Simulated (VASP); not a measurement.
# Cu in VASP: notebook

Cu is run at these levels: PBE; tasks: single point.

Everything below comes from runs of VASP 6.6.1. Logs are shortened: lines on timing, memory, paths and dates and some standing lists are left out, and cuts for length are marked.

## (1) The cell of the first run

The cell holds a slab with vacuum, 5 atoms: a = 2.567 Å, b = 2.567 Å, c = 24.382 Å, α = 90.00°, β = 90.00°, γ = 120.00°.

## (2) Single point, PBE

Input file INCAR:

```
SYSTEM = Cu
PREC = Accurate
ENCUT = 520
EDIFF = 1E-7
ISMEAR = -1
SIGMA = 0.1
LREAL = .False.
LASPH = .True.
NELM = 100
ALGO = Normal
ISIF = 2
LWAVE = .False.
LCHARG = .False.
GGA = PE
NBANDS = 36
```

Input file KPOINTS:

```
regular mesh
0
Gamma
  15 15 1
  0 0 0
```

Input file POSCAR:

```
Cu
1.0
    2.5665139635      0.0000000000      0.0000000000
   -1.2832569818      2.2226662916      0.0000000000
    0.0000000000      0.0000000000     24.3822000000
Cu
5
Direct
    0.8333333333      0.1666666667      0.3289492305
    0.1666666667      0.8333333333      0.4141867610
    0.5000000000      0.5000000000      0.4999999962
    0.8333333333      0.1666666667      0.5858132363
    0.1666666667      0.8333333333      0.6710507761
```

Potentials or basis: VASP PAW PBE potentials, release 64 (Cu).

The run is started by

```sh
> cat potpaw_PBE.64/Cu/POTCAR > POTCAR
> mpirun -np 1 vasp_std > vasp.out
```

OUTCAR:

```text
SYSTEM = Cu
   PREC = Accurate
   ENCUT = 520
   EDIFF = 1E-7
   ISMEAR = -1
   LREAL = .False.
   LASPH = .True.
   NELM = 100
   ISIF = 2
   GGA = PE

 ion  position               nearest neighbor table
   1  0.833  0.167  0.329-   2 2.55   2 2.55   2 2.55
   2  0.167  0.833  0.414-   1 2.55   1 2.55   1 2.55   3 2.56   3 2.56   3 2.56
   3  0.500  0.500  0.500-   2 2.56   2 2.56   2 2.56   4 2.56   4 2.56   4 2.56
   4  0.833  0.167  0.586-   5 2.55   5 2.55   5 2.55   3 2.56   3 2.56   3 2.56
   5  0.167  0.833  0.671-   4 2.55   4 2.55   4 2.55

  LATTYP: Found a hexagonal cell.
 ALAT       =     2.5665139635
 C/A-ratio  =     9.5001236489

  Lattice vectors:

 A1 = (   2.5665139635,   0.0000000000,   0.0000000000)
 A2 = (  -1.2832569818,   2.2226662916,   0.0000000000)
 A3 = (   0.0000000000,   0.0000000000,  24.3822000000)

Analysis of symmetry for initial positions (statically):
=====================================================================
 Subroutine PRICEL returns:
 Original cell was already a primitive cell.

 Routine SETGRP: Setting up the symmetry group for a
 hexagonal supercell.

 Subroutine GETGRP returns: Found 12 space group operations
 (whereof  4 operations were pure point group operations)
 out of a pool of 24 trial point group operations.

The static configuration has the point symmetry C_2h.
 The point group associated with its full space group is D_3d.

Analysis of symmetry for dynamics (positions and initial velocities):
=====================================================================
 Subroutine PRICEL returns:
 Original cell was already a primitive cell.

 Routine SETGRP: Setting up the symmetry group for a
 hexagonal supercell.

 Subroutine GETGRP returns: Found 12 space group operations
 (whereof  4 operations were pure point group operations)
 out of a pool of 24 trial point group operations.

The dynamic configuration has the point symmetry C_2h.
 The point group associated with its full space group is D_3d.

 Subroutine INISYM returns: Found 12 space group operations
 (whereof  4 operations are pure point group operations),
 and found     1 'primitive' translations

----------------------------------------------------------------------------------------

                                     Primitive cell
[... 90 lines left out ...]
   ICHARG =      2    charge: 1-file 2-atom 10-const
   ISPIN  =      1    spin polarized calculation?
   LNONCOLLINEAR =      F non collinear calculations
   LSORBIT =      F    spin-orbit coupling
   LASPH  =      T    aspherical Exc in radial PAW
   ENCUT  =  520.0 eV  38.22 Ry    6.18 a.u.   4.77  4.77 45.33*2*pi/ulx,y,z
   NELM   =    100;   NELMIN=  2; NELMDL= -5     # of ELM steps
   EDIFF  = 0.1E-06   stopping-criterion for ELM
   LREAL  =      F    real-space projection
   EDIFFG = 0.1E-05   stopping-criterion for IOM
   NSW    =      0    number of steps for IOM
   IBRION =     -1    ionic relax: 0-MD 1-quasi-New 2-CG
   NFREE  =      0    steps in history (QN), initial steepest desc. (CG)
   ISIF   =      2    stress and relaxation
   ISYM   =      2    0-nonsym 1-usesym 2-fastsym
   POTIM  = 0.5000    time-step for ionic-motion
   TEBEG  =    0.0;   TEEND  =   0.0 temperature during run
   PSTRESS=    0.0 pullay stress
   NELECT =      55.0000    total number of electrons
   NUPDOWN=      -1.0000    fix difference up-down
   EMIN   =  10.00;   EMAX   =-10.00  energy-range for DOS
   EFERMI =   0.00;   METHOD = LEGACY
   ISMEAR =    -1;   SIGMA  =   0.10  broadening in eV -4-tet -1-fermi 0-gaus
   EFERMI_NEDOS =   21; number of points for ismear=-14 and -15
   IALGO  =     38    algorithm
   IMIX   =      4    mixing-type and parameters
     AMIX     =   0.40;   BMIX     =  1.00
     AMIX_MAG =   1.60;   BMIX_MAG =  1.00
  volume/ion in A,a.u.               =      27.82       187.72
  Fermi-wavevector in a.u.,A,eV,Ry     =   1.201615  2.270724 19.645172  1.443879
  Thomas-Fermi vector in A             =   2.337419
   LORBIT       =      0    0 simple, 1 ext, 2 COOP (PROOUT), +10 PAW based schemes
   GGA     = PE    functional components
[... 5 lines left out ...]
 non-spin polarized calculation
  energy-cutoff  :      520.00
  volume of cell :      139.09
 maximum number of plane-waves:      3778
 NGX is ok and might be reduce to    20
   NGX =  9   NGY =  9   NGZ = 91

 number of electron      54.9999992 magnetization

 Free energy of the ion-electron system (eV)
  ---------------------------------------------------
  ext. energy  EPLUGINS =         0.00000000
  ---------------------------------------------------
  free energy    TOTEN  =       -17.75718984 eV

  energy without entropy =      -17.71162229  energy(sigma->0) =      -17.73440606

 E-fermi :   0.5382     XC(G=0):  -6.1775

 val. band max:        0.4551549520   @ k =   0.4667   0.0667   0.0000
 cond. band min:       0.5467022599   @ k =   0.2667   0.0667   0.0000
 fundamental gap:      0.0915473080
 Fermi energy:         0.5382489663

 k-point     1 :       0.0000    0.0000    0.0000
  band No.  band energies     occupation
      1      -8.4945      2.00000
      2      -7.6029      2.00000
      3      -6.2947      2.00000
      4      -5.0179      2.00000
      5      -4.5558      2.00000
      6      -2.6343      2.00000
[... 925 lines left out ...]
     35       8.0818      0.00000
     36       9.0005      0.00000

 [... further k-points ...]

------------------------ aborting loop because EDIFF is reached ----------------------------------------

  FORCE on cell =-STRESS in cart. coord.  units (eV):
  Direction    XX          YY          ZZ          XY          YZ          ZX
  --------------------------------------------------------------------------------------
  -------------------------------------------------------------------------------------
  Total       -0.9984425     -0.9984425      0.1378757      0.0000000     -0.0000000      0.0000000
  in kB      -11.5011917    -11.5011917      1.5882081      0.0000000     -0.0000000      0.0000000
  external PRESSURE =      -7.1380584 kB  Pullay stress =       0.0000000 kB

 VOLUME and BASIS-vectors are now :
 -----------------------------------------------------------------------------
  energy-cutoff  :      520.00
  volume of cell :      139.09
      direct lattice vectors                 reciprocal lattice vectors
     2.566513963  0.000000000  0.000000000     0.389633571  0.224955047  0.000000000
    -1.283256982  2.222666292  0.000000000     0.000000000  0.449910094  0.000000000
     0.000000000  0.000000000 24.382200000     0.000000000  0.000000000  0.041013526

 POSITION                                       TOTAL-FORCE (eV/Angst)
 -----------------------------------------------------------------------------------
      1.92489      0.37044      8.02051        -0.000000      0.000000     -0.018859
     -0.64163      1.85222     10.09878         0.000000      0.000000      0.000011
      0.64163      1.11133     12.19110         0.000000     -0.000000      0.000000
      1.92489      0.37044     14.28342        -0.000000     -0.000000     -0.000011
     -0.64163      1.85222     16.36169        -0.000000     -0.000000      0.018859
 -----------------------------------------------------------------------------------
    total drift:                                0.000000     -0.000000      0.000131

  FREE ENERGIE OF THE ION-ELECTRON SYSTEM (eV)
  ---------------------------------------------------
  free  energy   TOTEN  =       -17.7571898390 eV

  energy  without entropy=      -17.7116222878  energy(sigma->0) =      -17.73440606
```

It took 2.3 min on 1 thread of Intel Xeon 6975P-C (Granite Rapids), shared host; peak memory 0.31 GiB.

Results:

```yaml
Free_energy: -17.7572 eV
Largest_force: 0.019 eV/Å
```

Forces in eV/Å, atoms in the order of the input:
```
Cu   0.000  0.000 -0.019
Cu   0.000  0.000  0.000
Cu   0.000  0.000  0.000
Cu   0.000  0.000  0.000
Cu   0.000  0.000  0.019
```

## (3) Single point, PBE

This run uses another cell than the first one, of 34.62 Å³/atom, 1.244 times its volume.

Input file INCAR:

```
SYSTEM = Cu
  ALGO = Normal
  DIPOL = 0.5 0.5 0.500
  EDIFF = 1E-6
  ENCUT = 520
  GGA = PE
  IDIPOL = 3
  ISIF = 2
  ISMEAR = -1
  LASPH = .TRUE.
  LCHARG = .TRUE.
  LDIPOL = .TRUE.
  LELF = .TRUE.
  LREAL = .FALSE.
  LVACPOTAV = .TRUE.
  LVHAR = .TRUE.
  LWAVE = .FALSE.
  NBANDS = 36
  NELM = 100
  PREC = Accurate
  SIGMA = 0.1
```

Input file KPOINTS:

```
k-points
0
G
  15 15 1
  0 0 0
```

Input file POSCAR:

```
Cu
1.0
    2.5665139635      0.0000000000      0.0000000000
   -1.2832569818      2.2226662916      0.0000000000
    0.0000000000      0.0000000000     30.3412000000
Cu
5
Direct
    0.8333333333      0.1666666667      0.3625435331
    0.1666666667      0.8333333333      0.4310404455
    0.5000000000      0.5000000000      0.4999999943
    0.8333333333      0.1666666667      0.5689595471
    0.1666666667      0.8333333333      0.6374564669
```

Potentials or basis: VASP PAW PBE potentials, release 64 (Cu).

The run is started by

```sh
> cat potpaw_PBE.64/Cu/POTCAR > POTCAR
> mpirun -np 1 vasp_std > vasp.out
```

OUTCAR:

```text
SYSTEM = Cu
   EDIFF = 1E-6
   ENCUT = 520
   GGA = PE
   ISIF = 2
   ISMEAR = -1
   LASPH = .TRUE.
   LREAL = .FALSE.
   NELM = 100
   PREC = Accurate

 ion  position               nearest neighbor table
   1  0.833  0.167  0.363-   2 2.55   2 2.55   2 2.55
   2  0.167  0.833  0.431-   1 2.55   1 2.55   1 2.55   3 2.56   3 2.56   3 2.56
   3  0.500  0.500  0.500-   2 2.56   2 2.56   2 2.56   4 2.56   4 2.56   4 2.56
   4  0.833  0.167  0.569-   5 2.55   5 2.55   5 2.55   3 2.56   3 2.56   3 2.56
   5  0.167  0.833  0.637-   4 2.55   4 2.55   4 2.55

  LATTYP: Found a hexagonal cell.
 ALAT       =     2.5665139635
[... 1143 lines left out ...]
  Total       -1.0004777     -1.0004777      0.1309593      0.0000000      0.0000000     -0.0000000
  in kB       -9.2612022     -9.2612022      1.2122615      0.0000000      0.0000000     -0.0000000
  external PRESSURE =      -5.7700476 kB  Pullay stress =       0.0000000 kB

 VOLUME and BASIS-vectors are now :
 -----------------------------------------------------------------------------
  energy-cutoff  :      520.00
  volume of cell :      173.08
      direct lattice vectors                 reciprocal lattice vectors
     2.566513963  0.000000000  0.000000000     0.389633571  0.224955047  0.000000000
    -1.283256982  2.222666292  0.000000000     0.000000000  0.449910094  0.000000000
     0.000000000  0.000000000 30.341200000     0.000000000  0.000000000  0.032958485

 POSITION                                       TOTAL-FORCE (eV/Angst)
 -----------------------------------------------------------------------------------
      1.92489      0.37044     11.00001        -0.000000      0.000000     -0.020202
     -0.64163      1.85222     13.07828        -0.000000      0.000000     -0.001223
      0.64163      1.11133     15.17060         0.000000      0.000000     -0.000000
      1.92489      0.37044     17.26292         0.000000      0.000000      0.001223
     -0.64163      1.85222     19.34119         0.000000     -0.000000      0.020202
 -----------------------------------------------------------------------------------
    total drift:                               -0.000000      0.000000      0.000311

  FREE ENERGIE OF THE ION-ELECTRON SYSTEM (eV)
  ---------------------------------------------------
  free  energy   TOTEN  =       -17.7580409711 eV

  energy  without entropy=      -17.7124733457  energy(sigma->0) =      -17.73525716

 vacuum level on the upper side and lower side of the slab         4.265         4.265
```

stdout:

```text
POSCAR found type information on POSCAR Cu
 POSCAR found :  1 types and       5 ions
 scaLAPACK will be used
 LDA part: xc-table for (Slater+PW92), standard interpolation
 POSCAR, INCAR and KPOINTS ok, starting setup
 FFT: planning ... GRIDC
 FFT: planning ... GRID_SOFT
 FFT: planning ... GRID
 WAVECAR not read
 entering main loop
 -----------------------------------------------------------------------------
|                                                                             |
|           W    W    AA    RRRRR   N    N  II  N    N   GGGG   !!!           |
|           W    W   A  A   R    R  NN   N  II  NN   N  G    G  !!!           |
|           W    W  A    A  R    R  N N  N  II  N N  N  G       !!!           |
|           W WW W  AAAAAA  RRRRR   N  N N  II  N  N N  G  GGG   !            |
|           WW  WW  A    A  R   R   N   NN  II  N   NN  G    G                |
|           W    W  A    A  R    R  N    N  II  N    N   GGGG   !!!           |
|                                                                             |
|     Did not find any points to average over, which means that no vacuum     |
|     field-free region was found. Please increase the size of  your cell     |
|     in the dimension of the dipole correction to obtain accurate            |
|     workfunction values.                                                    |
|                                                                             |
 -----------------------------------------------------------------------------
```

Wall time 5.4 min (1 thread of Intel Xeon 6975P-C, shared host); peak memory 0.36 GiB.

Results:

```yaml
Free_energy: -17.7580 eV
Largest_force: 0.020 eV/Å
```

Forces in eV/Å, atoms in the order of the input:
```
Cu   0.000  0.000 -0.020
Cu   0.000  0.000 -0.001
Cu   0.000  0.000  0.000
Cu   0.000  0.000  0.001
Cu   0.000  0.000  0.020
```

## (4) Single point, PBE

This run uses another cell than the first one, of 34.62 Å³/atom, 1.244 times its volume.

Input file INCAR:

```
PREC = Accurate
ENCUT = 520
EDIFF = 1E-6
ISMEAR = -1
SIGMA = 0.1
LREAL = F
LASPH = T
NELM = 60
ALGO = Normal
ISIF = 2
LWAVE = F
LCHARG = F
LDIPOL = T
IDIPOL = 3
DIPOL = 0.5 0.5 0.500
GGA = PE
NBANDS = 36
```

Input file KPOINTS:

```
regular mesh
0
Gamma
  15 15 1
```

POSCAR is that of step 3.

The run is started by

```sh
> cat potpaw_PBE.64/Cu/POTCAR > POTCAR
> mpirun -np 1 vasp_std > vasp.out
```

Wall time 5.8 min (1 thread of Intel Xeon 6975P-C, shared host); peak memory 0.36 GiB.

It converged, with:

```yaml
Free_energy: -17.7580 eV
Largest_force: 0.020 eV/Å
```

Forces in eV/Å, atoms in the order of the input:
```
Cu   0.000  0.000 -0.020
Cu   0.000  0.000 -0.001
Cu   0.000  0.000  0.000
Cu   0.000  0.000  0.001
Cu   0.000  0.000  0.020
```

Levels at points of the mesh, in eV from the Fermi level:
```tsv
k point	band 26	band 27	band 28	band 29	band 30	band 31
(0.00, 0.00, 0.00)	-1.70	-1.70	-1.63	-1.63	-0.97	-0.27
```
